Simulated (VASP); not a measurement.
Crystal: CaCu2S2.

```xyz
5
Lattice="3.9400 0.0000 0.0000 -1.9700 3.4121 0.0000 0.0000 0.0000 6.5230" Properties=species:S:1:pos:R:3 pbc="T T T"
Ca    0.0000    0.0000    0.0000
Cu    0.0000    2.2748    2.4558
Cu    1.9700    1.1374    4.0672
S     0.0000    2.2748    4.8681
S     1.9700    1.1374    1.6549
```

```yaml
Program: VASP 6.6.1
Task: relaxation of cell and atoms
Functional: PBEsol
Potentials_or_basis: VASP PAW PBE potentials, release 64 (Ca_sv, Cu, S)
Cutoff: 600 eV
k_mesh: 6 × 6 × 4
Occupations: gaussian, width 0.1 eV
Spin: no spin polarisation
```

At the start: pressure -4.6 GPa; volume 17.54 Å³/atom.

**Question.** How do energy, volume and symmetry change on relaxing?

**Answer.** Over 8 steps the energy falls by 18.1 meV/atom and the volume is 16.59 Å³/atom (-5.4 %); space group P-3m1 (No. 164, to 0.05 Å).

The path:
| step | energy change (eV) | largest force (eV/Å) | pressure (GPa) | volume (Å³) |
| --- | --- | --- | --- | --- |
| 1 | 0.0000 | 0.4466 | -4.61 | 87.69 |
| 2 | -0.0795 | 0.0902 | 1.64 | 81.44 |
| 3 | -0.0853 | 0.1488 | 0.17 | 82.65 |
| 4 | -0.0885 | 0.0903 | 0.12 | 82.75 |
| 5 | -0.0899 | 0.0514 | 0.09 | 82.82 |
| 6 | -0.0901 | 0.0535 | 0.00 | 82.97 |
| 7 | -0.0904 | 0.0481 | 0.04 | 82.90 |
| 8 | -0.0907 | 0.0364 | -0.03 | 82.97 |

Final structure:
```cif
data_structure
_symmetry_space_group_name_H-M 'P 1'
_symmetry_Int_Tables_number 1
_cell_length_a 3.8539
_cell_length_b 3.8539
_cell_length_c 6.4503
_cell_angle_alpha 90.000
_cell_angle_beta 90.000
_cell_angle_gamma 120.000
_cell_volume 82.97
loop_
_atom_site_label
_atom_site_type_symbol
_atom_site_fract_x
_atom_site_fract_y
_atom_site_fract_z
_atom_site_occupancy
Ca1 Ca 0.00000 0.00000 0.00000 1
Cu1 Cu 0.33333 0.66667 0.37509 1
Cu2 Cu 0.66667 0.33333 0.62491 1
S1 S 0.33333 0.66667 0.74059 1
S2 S 0.66667 0.33333 0.25941 1
```

Caveat: the PAW data sets were made with another functional, which shifts forces and pressure a little.
